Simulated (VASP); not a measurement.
# B2O (P-3m1) in VASP: notebook, part 2 of 2

VASP 6.6.1.

### Step 4. Single point, PBE (volume scaled by 1.06, then relaxed in part)

File INCAR:

```
  PREC = Accurate
  ENCUT = 520
  EDIFF = 1E-6
  ISMEAR = 0
  SIGMA = 0.1
  LREAL = F
  LASPH = T
  NELM = 100
  ALGO = Normal
  ISIF = 2
  LWAVE = F
  LCHARG = F
  GGA = PE
  NBANDS = 21
```

File KPOINTS:

```
Automatic mesh
0
Gamma
  18 18 4
```

File POSCAR:

```
B2O
1.0
    2.5660274914      0.0000000000      0.0000000000
   -1.2830137457      2.2222449944      0.0000000000
    0.0000000000      0.0000000000     12.1351544953
B O
4 2
Direct
    0.0000000000      0.0000000000      0.4280361855
    0.0000000000      0.0000000000      0.5719638145
    0.6666666667      0.3333333333      0.0216413819
    0.3333333333      0.6666666667      0.9783586181
    0.6666666667      0.3333333333      0.3823251840
    0.3333333333      0.6666666667      0.6176748160
```

Started as:

```bash
> cat potpaw_PBE.64/B/POTCAR potpaw_PBE.64/O/POTCAR > POTCAR
> mpirun -np 1 vasp_std > vasp.out
```

Run time: 6 min. Hardware: 1 thread of Oxide Virtual Turin-like, shared host; peak memory 0.25 GiB.

Results (log left out):

```
Free energy            : -39.6292 eV
Pressure               : 0.1 GPa
Largest force          : 0.015 eV/Å
Band gap on the k mesh : zero (band 12 reaches 5.28 eV, above the bottom of band 13 at 1.46 eV)
```

Forces on the atoms (eV/Å):
```
B    0.000  0.000 -0.015
B    0.000  0.000  0.015
B    0.000  0.000  0.011
B    0.000  0.000 -0.011
O    0.000  0.000  0.010
O    0.000  0.000 -0.010
```

Stress tensor (GPa, compression positive):
```
 0.28  0.00  0.00
 0.00  0.28  0.00
 0.00  0.00 -0.20
```

Levels at points of the mesh, in eV from the Fermi level:
```
           k point  band 9  band 10  band 11  band 12  band 13  band 14  band 15  band 16
(0.00, 0.00, 0.00)   -5.35    -4.45    -1.72     3.03     3.56     3.56     4.13     5.10
(0.50, 0.00, 0.00)   -6.05    -6.03    -2.94    -0.12     0.96     2.66     3.23     5.02
(0.00, 0.00, 0.50)   -5.35    -4.47    -1.70     2.88     3.56     3.56     4.49     4.82
(0.50, 0.00, 0.50)   -6.05    -6.03    -2.94    -0.12     0.95     2.68     3.21     5.03
```

Caveat: the cell differs from its parent crystal (volume scaled by 1.06, then relaxed in part); this functional lacks dispersion, which binds the layers, so the pressure and a relaxed spacing across them are unreliable.

### Step 5. Relaxation of cell and atoms, PBE

This run uses another cell than the first one, of 8.44 Å³/atom, 0.775 times its volume.

File INCAR:

```
SYSTEM = B2O
PREC = Accurate ; ENCUT = 600
EDIFF = 1E-6 ; ISMEAR = 0
SIGMA = 0.1 ; LREAL = .False.
LASPH = .True. ; NELM = 100
ALGO = Normal ; ISIF = 3
LWAVE = .False. ; LCHARG = .False.
GGA = PE ; IBRION = 2
NSW = 100 ; EDIFFG = -0.05
```

File KPOINTS:

```
regular mesh
0
Gamma
  12 12 4
  0 0 0
```

File POSCAR:

```
B2O
1.0
    2.8790012395      0.0000000000      0.0000000000
   -1.4395006198      2.4932882109      0.0000000000
    0.0000000000      0.0000000000      7.0520000000
B O
4 2
Direct
    0.0000000000      0.0000000000      0.3800000000
    0.0000000000      0.0000000000      0.6200000000
    0.6666666667      0.3333333333      0.0230000000
    0.3333333333      0.6666666667      0.9770000000
    0.6666666667      0.3333333333      0.3060000000
    0.3333333333      0.6666666667      0.6940000000
```

Started as:

```bash
> cat potpaw_PBE.64/B/POTCAR potpaw_PBE.64/O/POTCAR > POTCAR
> mpirun -np 1 vasp_std > vasp.out
```

It took 17 min on 1 thread of Oxide Virtual Turin-like, shared host; peak memory 0.18 GiB.

The run converged. Its results:

| Quantity | Value |
| --- | --- |
| Free energy | -39.4852 eV |
| Relaxed volume | 8.82 Å³/atom |
| Relaxed cell | a = 2.579 Å, b = 2.579 Å, c = 9.189 Å, α = 90.00°, β = 90.00°, γ = 120.00° |
| Space group after relaxing (to 0.05 Å) | P-3m1 (No. 164) |
| Energy gained by relaxing | 306.8 meV/atom |
| Ionic steps | 18 |
| Pressure after relaxing | 0.0 GPa |
| Largest force after relaxing | 0.024 eV/Å |
| Band gap on the k mesh | zero (band 12 reaches 7.93 eV, above the bottom of band 13 at 4.07 eV) |

Forces on the atoms (eV/Å):
```
B    0.000  0.000 -0.011
B    0.000  0.000  0.011
B    0.000  0.000  0.021
B    0.000  0.000 -0.021
O    0.000  0.000  0.024
O    0.000  0.000 -0.024
```

Stress tensor (GPa, compression positive):
```
-0.10  0.00  0.00
 0.00 -0.10  0.00
 0.00  0.00  0.28
```

The path:
| step | energy change (eV) | largest force (eV/Å) | pressure (GPa) | volume (Å³) |
| --- | --- | --- | --- | --- |
| 1 | 0.0000 | 0.1214 | -19.14 | 50.62 |
| 2 | -0.6946 | 0.7384 | 8.35 | 43.51 |
| 3 | -0.6968 | 0.6756 | 6.50 | 43.83 |
| 4 | -0.9200 | 0.5702 | 4.87 | 44.24 |
| 5 | -1.0538 | 1.5171 | 3.41 | 44.77 |
| 6 | -1.2717 | 1.5728 | 1.93 | 45.87 |
| 7 | -1.6258 | 0.9075 | -0.34 | 49.00 |
| 8 | -1.6405 | 0.7371 | -0.47 | 49.65 |
| 9 | -1.7210 | 0.6557 | 5.29 | 49.45 |
| 10 | -1.7210 | 0.6518 | 5.26 | 49.45 |
| 11 | -1.7847 | 0.5167 | 3.62 | 50.41 |
| 12 | -1.7984 | 0.6960 | 2.62 | 51.12 |
| 13 | -1.8310 | 0.2144 | -0.25 | 52.51 |
| 14 | -1.8337 | 0.2034 | -1.09 | 52.95 |
| 15 | -1.8338 | 0.1976 | -1.33 | 53.08 |
| 16 | -1.8406 | 0.0501 | 0.48 | 52.81 |
| 17 | -1.8406 | 0.0495 | 0.51 | 52.80 |
| 18 | -1.8411 | 0.0243 | 0.03 | 52.93 |

Final structure:
```
B O
1.0
     2.57891    0.00000    0.00000
    -1.28945    2.23340    0.00000
     0.00000    0.00000    9.18921
B O
4 2
Direct
  0.00000 0.00000 0.40552
  0.00000 0.00000 0.59448
  0.66667 0.33333 0.02601
  0.33333 0.66667 0.97399
  0.66667 0.33333 0.34609
  0.33333 0.66667 0.65391
```

Levels at points of the mesh, in eV from the Fermi level:
| k point | band 9 | band 10 | band 11 | band 12 | band 13 | band 14 | band 15 | band 16 |
| --- | --- | --- | --- | --- | --- | --- | --- | --- |
| (0.00, 0.00, 0.00) | -5.77 | -3.93 | -2.06 | 3.35 | 3.35 | 3.90 | 4.19 | 5.52 |
| (0.50, 0.00, 0.00) | -6.42 | -6.33 | -3.34 | -0.27 | 1.06 | 2.09 | 3.65 | 4.57 |
| (0.00, 0.00, 0.50) | -5.77 | -4.59 | -1.54 | 3.35 | 3.35 | 3.48 | 4.57 | 5.38 |
| (0.50, 0.00, 0.50) | -6.42 | -6.40 | -3.29 | -0.27 | 0.93 | 2.43 | 3.31 | 4.65 |

Caveat: this functional lacks dispersion, which binds the layers, so the pressure and a relaxed spacing across them are unreliable; the relaxation stopped at a loose force limit of 0.05 eV/Å, so its end isn't a converged minimum.

### Step 6. Summary

```tsv
task	cell	k mesh	cutoff (eV)	gap on the mesh (eV)	pressure (GPa)	largest force (eV/Å)
single point	a = 2.565, b = 2.565, c = 11.460 Å, angles 90.0, 90.0, 120.0°, 6 atoms	18 × 18 × 4	520	none	0.2	0.01
single point	a = 2.565, b = 2.565, c = 11.798 Å, angles 90.0, 90.0, 120.0°, 6 atoms	18 × 18 × 4	520	none	0.2	0.01
single point	a = 2.566, b = 2.566, c = 12.135 Å, angles 90.0, 90.0, 120.0°, 6 atoms	18 × 18 × 4	520	none	0.1	0.01
relaxation of cell and atoms	relaxed from a = 2.879, b = 2.879, c = 7.052 Å, angles 90.0, 90.0, 120.0°, 6 atoms	12 × 12 × 4	600	none	0.0	0.02
```

Alike in all rows: level PBE; potentials or basis VASP PAW PBE potentials, release 64 (B, O); no spin polarisation; smearing gaussian 0.1 eV.

Caveats: this functional lacks dispersion, which binds the layers, so the pressure and a relaxed spacing across them are unreliable; the relaxation stopped at a loose force limit of 0.05 eV/Å, so its end isn't a converged minimum (some runs).

Absolute energies hang on the potentials; compare differences alone.
